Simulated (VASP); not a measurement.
Write the native input for VASP 6.6.1 that does the following.

- Task: single point
- Functional: r2SCAN
- Potentials or basis: VASP PAW PBE potentials, release 64 (Cu)
- Cutoff: 520 eV
- k mesh: 11 × 11 × 11
- Occupations: fermi-dirac, width 0.05 eV
- Spin: no spin polarisation
- Dipole correction: no
- Further INCAR settings: ALGO = Normal; EDIFF = 1e-06; NBANDS = 18

The system is Cu.

```xyz
2
Lattice="1.2103 -3.9497 0.0000 1.2103 3.9497 0.0000 0.0000 0.0000 2.4589" Properties=species:S:1:pos:R:3 pbc="T T T"
Cu    1.2103   -2.8922    1.8442
Cu    1.2103    2.8922    0.6147
```

These files were run (other wordings do the same):

POSCAR

```
Cu
1.0
    1.2102858349     -3.9496901055      0.0000000000
    1.2102858349      3.9496901055      0.0000000000
    0.0000000000      0.0000000000      2.4588809590
Cu
2
Direct
    0.8661333500      0.1338666500      0.7500000000
    0.1338666500      0.8661333500      0.2500000000
```

INCAR.step1

```
SYSTEM = Cu
  PREC = Accurate
  ENCUT = 520
  ISMEAR = -1
  SIGMA = 0.05
  LREAL = .False.
  LASPH = .True.
  NELM = 80
  NBANDS = 18
  GGA = PE
  ALGO = Normal
  EDIFF = 1E-4
  LWAVE = .True.
  LCHARG = .False.
```

INCAR.step2

```
SYSTEM = Cu
  PREC = Accurate
  ENCUT = 520
  EDIFF = 1E-6
  ISMEAR = -1
  SIGMA = 0.05
  LREAL = .False.
  LASPH = .True.
  NELM = 80
  ALGO = Normal
  ISIF = 2
  LWAVE = .False.
  LCHARG = .True.
  METAGGA = R2SCAN
  LMIXTAU = .True.
  LELF = .True.
  LVHAR = .True.
  NBANDS = 18
  ISTART = 1
```

KPOINTS

```
regular mesh
0
Gamma
  11 11 11
  0 0 0
```

Potentials or basis: VASP PAW PBE potentials, release 64 (Cu).

Command:

```console
$ cat potpaw_PBE.64/Cu/POTCAR > POTCAR
$ cp INCAR.step1 INCAR
$ mpirun -np 1 vasp_std > vasp.out
$ cp INCAR.step2 INCAR
$ mpirun -np 1 vasp_std > vasp.out
```

Results of the run:

* Pressure: 4.1 GPa
* Largest force: 0.050 eV/Å
* Band gap on the k mesh: zero (bands 11 and 12 overlap by 5.84 eV)

Caveat: the cell stands under pressure; the PAW data sets were made with another functional, which shifts forces and pressure a little.

Wall time 3.5 min on 1 thread of Intel(R) Xeon(R) Platinum 8375C CPU @ 2.90GHz (Ice Lake), with other jobs on the host, peak memory 0.21 GiB.
